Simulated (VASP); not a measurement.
Wanted: the native input for a VASP 6.6.1 run.

| Property | Result |
| --- | --- |
| Task | single point |
| Functional | PBE |
| Potentials or basis | VASP PAW PBE potentials, release 64 (Sm, O) |
| Cutoff | 520 eV |
| k mesh | 6 × 6 × 6 |
| Occupations | gaussian, width 0.1 eV |
| Spin | no spin polarisation |
| Dipole correction | no |
| Further INCAR settings | ALGO = Normal; EDIFF = 1e-07; NBANDS = 25 |

The structure of SmO3 lies in POSCAR:

```
SmO3
1.0
   -2.3413207377      2.3413207377      2.3413207377
    2.3413207377     -2.3413207377      2.3413207377
    2.3413207377      2.3413207377     -2.3413207377
Sm O
1 3
Direct
    0.0000000000      0.0000000000      0.0000000000
    0.0000000000      0.5000000000      0.5000000000
    0.5000000000      0.0000000000      0.5000000000
    0.5000000000      0.5000000000      0.0000000000
```

These files were run (other wordings do the same):

INCAR

```
SYSTEM = SmO3
ALGO     = Normal         ! electronic algorithm
EDIFF    = 1E-7           ! SCF threshold, eV
ENCUT    = 520            ! plane-wave cutoff, eV
GGA      = PE             ! functional
ISIF     = 2              ! what is computed and relaxed
ISMEAR   = 0              ! smearing method
LASPH    = .TRUE.         ! aspherical terms in the spheres
LCHARG   = .FALSE.        ! write CHGCAR
LREAL    = .FALSE.        ! projectors in reciprocal space
LWAVE    = .FALSE.        ! write WAVECAR
NBANDS   = 25             ! bands
NELM     = 100            ! most SCF steps
PREC     = Accurate       ! precision mode
SIGMA    = 0.1            ! smearing width, eV
```

KPOINTS

```
k-points
0
G
  6 6 6
  0 0 0
```

Potentials or basis: VASP PAW PBE potentials, release 64 (Sm, O).

Command:

```bash
$ cat potpaw_PBE.64/Sm/POTCAR potpaw_PBE.64/O/POTCAR > POTCAR
$ mpirun -np 1 vasp_std > vasp.out
```

Results of the run:

```yaml
Pressure: -7.6 GPa
Band_gap_on_the_k_mesh: zero (band 17 reaches 2.81 eV, above the bottom of band 18 at 2.35 eV)
```

Caveat: spin-orbit coupling is left out, which moves the levels of the heavy elements; the run has no spin polarisation, though such a crystal can be magnetic; without U or exact exchange the open f shell lies at the Fermi level, which spoils levels, moments and volumes.

Run time: 110 s on 1 thread of Intel(R) Xeon(R) Platinum 8259CL CPU @ 2.50GHz (Skylake/Cascade Lake), with other jobs on the host, peak memory 0.18 GiB.
